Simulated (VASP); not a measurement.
# Ni2Cl in VASP: notebook, part 2 of 2

VASP 6.6.1.

## (4) Relaxation of cell and atoms, PBE, collinear spin, ferromagnetic start

The input, INCAR:

```
SYSTEM = Ni2Cl
  PREC = Accurate
  ENCUT = 600
  EDIFF = 1E-6
  ISMEAR = 0
  SIGMA = 0.1
  LREAL = .FALSE.
  LASPH = .TRUE.
  NELM = 150
  ALGO = Normal
  ISIF = 3
  LWAVE = .FALSE.
  LCHARG = .FALSE.
  ISPIN = 2
  MAGMOM = 2 2 0
  LORBIT = 11
  LMAXMIX = 4
  GGA = PE
  IBRION = 2
  NSW = 90
  EDIFFG = -0.04
```

The input, KPOINTS:

```
Automatic mesh
0
G
  6 6 2
  0 0 0
```

The input, POSCAR:

```
Ni2Cl
1.0
    2.5298419700      0.0000000000      0.0000000000
   -1.2649209800      2.1909074100      0.0000000000
    0.0000000000      0.0000000000     11.7452964400
Ni Cl
2 1
Direct
    0.6666666700      0.3333333300      0.9195651400
    0.3333333300      0.6666666700      0.0804348600
    0.0000000000      0.0000000000      0.0000000000
```

Potentials or basis: VASP PAW PBE potentials, release 64 (Ni, Cl).

On the command line:

```bash
cat potpaw_PBE.64/Ni/POTCAR potpaw_PBE.64/Cl/POTCAR > POTCAR
mpirun -np 1 vasp_std > vasp.out
```

OUTCAR:

```text
SYSTEM = Ni2Cl
   PREC = Accurate
   ENCUT = 600
   EDIFF = 1E-6
   ISMEAR = 0
   LREAL = .FALSE.
   LASPH = .TRUE.
   NELM = 150
   ISIF = 3
   ISPIN = 2
   LORBIT = 11
   GGA = PE
   IBRION = 2
   NSW = 90
   EDIFFG = -0.04

 ion  position               nearest neighbor table
   1  0.667  0.333  0.920-   3 1.74   3 1.74   3 1.74   2 2.39   2 2.39   2 2.39
   2  0.333  0.667  0.080-   3 1.74   3 1.74   3 1.74   1 2.39   1 2.39   1 2.39
   3  0.000  0.000  0.000-   1 1.74   2 1.74   2 1.74   1 1.74   1 1.74   2 1.74

  LATTYP: Found a hexagonal cell.
 ALAT       =     2.5298419700
 C/A-ratio  =     4.6426996545

  Lattice vectors:

 A1 = (   2.5298419700,   0.0000000000,   0.0000000000)
 A2 = (  -1.2649209800,   2.1909074100,   0.0000000000)
 A3 = (   0.0000000000,   0.0000000000,  11.7452964400)

Analysis of symmetry for initial positions (statically):
=====================================================================
 Subroutine PRICEL returns:
 Original cell was already a primitive cell.

 Routine SETGRP: Setting up the symmetry group for a
 hexagonal supercell.

 Subroutine GETGRP returns: Found 12 space group operations
 (whereof 12 operations were pure point group operations)
 out of a pool of 24 trial point group operations.

[... 290 lines left out ...]
 k-point     1 :       0.0000    0.0000    0.0000
  band No.  band energies     occupation
      1     -16.6499      1.00000
      2      -6.4022      1.00000
      3      -3.8178      1.00000
      4      -3.3726      1.00000
      5      -3.3726      1.00000
      6      -2.6317      1.00000
[... 596 lines left out ...]
      6      -3.3954      1.00000
[... 11 lines left out ...]
     18       2.2729      0.00000
     19       2.3289      0.00000

[... ionic steps 4 to 10 ...]

--------------------------------------- Ionic step       11  -------------------------------------------

 number of electron      27.0000005 magnetization       0.0012359

------------------------ aborting loop because EDIFF is reached ----------------------------------------
[... 73 lines left out ...]
 number of electron      27.0000003 magnetization       0.0000443

 number of electron      27.0000003 magnetization      -0.0000120

 Free energy of the ion-electron system (eV)
  ---------------------------------------------------
  ext. energy  EPLUGINS =         0.00000000
  ---------------------------------------------------
  free energy    TOTEN  =        -9.76208561 eV

  energy without entropy =       -9.73776534  energy(sigma->0) =       -9.74992548

 E-fermi :   0.4884     XC(G=0):  -6.1540

 val. band max:        0.3610523804   @ k =   0.1667   0.1667   0.0000
 cond. band min:       0.5087362978   @ k =   0.3333   0.1667   0.0000
 fundamental gap:      0.1476839174
 Fermi energy:         0.4884243239

 spin component 1

 k-point     1 :       0.0000    0.0000    0.0000
  band No.  band energies     occupation
      1     -18.6395      1.00000
      2      -8.2608      1.00000
      3      -3.1355      1.00000
      4      -2.2769      1.00000
      5      -2.2769      1.00000
      6      -1.4256      1.00000
[... 638 lines left out ...]
  FREE ENERGIE OF THE ION-ELECTRON SYSTEM (eV)
  ---------------------------------------------------
  free  energy   TOTEN  =        -9.7620856087 eV

  energy  without entropy=       -9.7377653432  energy(sigma->0) =       -9.74992548

 reached required accuracy - stopping structural energy minimisation

 total charge

# of ion       s       p       d       tot
------------------------------------------
    1        0.337   0.254   8.418   9.010
    2        0.337   0.254   8.418   9.010
    3        1.631   3.424   0.000   5.055
--------------------------------------------------
tot          2.305   3.933  16.836  23.074

 magnetization (x)

# of ion       s       p       d       tot
------------------------------------------
    1       -0.000  -0.000   0.000   0.000
    2       -0.000  -0.000   0.000   0.000
    3        0.000   0.000   0.000   0.000
--------------------------------------------------
tot         -0.000   0.000   0.000   0.000
```

CONTCAR:

```text
Ni2Cl
   1.00000000000000
     2.8461387548975843    0.0000000006462258   -0.0000000000000000
    -1.4230693712640128    2.4648284592845027   -0.0000000000000000
    -0.0000000000000000   -0.0000000000000000   13.7140902982100368
  Ni              Cl
     2     1
Direct
     0.6666666699999979    0.3333333300000021    0.8737319365715880
     0.3333333300000021    0.6666666699999979    0.1262680634284119
     0.0000000000000000    1.0000000000000000    0.0000000000000000

  0.00000000E+00  0.00000000E+00  0.00000000E+00
  0.00000000E+00  0.00000000E+00  0.00000000E+00
  0.00000000E+00  0.00000000E+00  0.00000000E+00
```

Run time: 12 min. Hardware: 1 thread of Oxide Virtual Turin-like, shared host; peak memory 0.21 GiB.

Results:

```yaml
Free_energy: -9.7621 eV
Relaxed_cell: a = 2.846 Å, b = 2.846 Å, c = 13.714 Å, α = 90.00°, β = 90.00°, γ = 120.00°
Space_group_after_relaxing_to_0.1_Å: P-3m1 (No. 164)
Largest_force_after_relaxing: 0.013 eV/Å
Net_moment: 0.00 μB per cell
Valence_electrons_inside_the_program's_atomic_spheres: Ni 9.01; Cl 5.05
```

Forces on the atoms (eV/Å):
```
Ni   0.000  0.000 -0.013
Ni   0.000  0.000  0.013
Cl   0.000  0.000  0.000
```

Final structure:
```cif
data_structure
_symmetry_space_group_name_H-M 'P 1'
_symmetry_Int_Tables_number 1
_cell_length_a 2.8461
_cell_length_b 2.8461
_cell_length_c 13.7141
_cell_angle_alpha 90.000
_cell_angle_beta 90.000
_cell_angle_gamma 120.000
_cell_volume 96.21
loop_
_atom_site_label
_atom_site_type_symbol
_atom_site_fract_x
_atom_site_fract_y
_atom_site_fract_z
_atom_site_occupancy
Ni1 Ni 0.66667 0.33333 0.87373 1
Ni2 Ni 0.33333 0.66667 0.12627 1
Cl1 Cl 0.00000 0.00000 0.00000 1
```

Caveat: the k points lie up to 0.42 Å⁻¹ apart in the final cell; there is no dipole correction, which matters where the two faces differ; the moments typed at the start vanished in this run. With open d or f shells a metallic result of PBE can be an artefact of self-interaction; +U or a hybrid may open a gap.
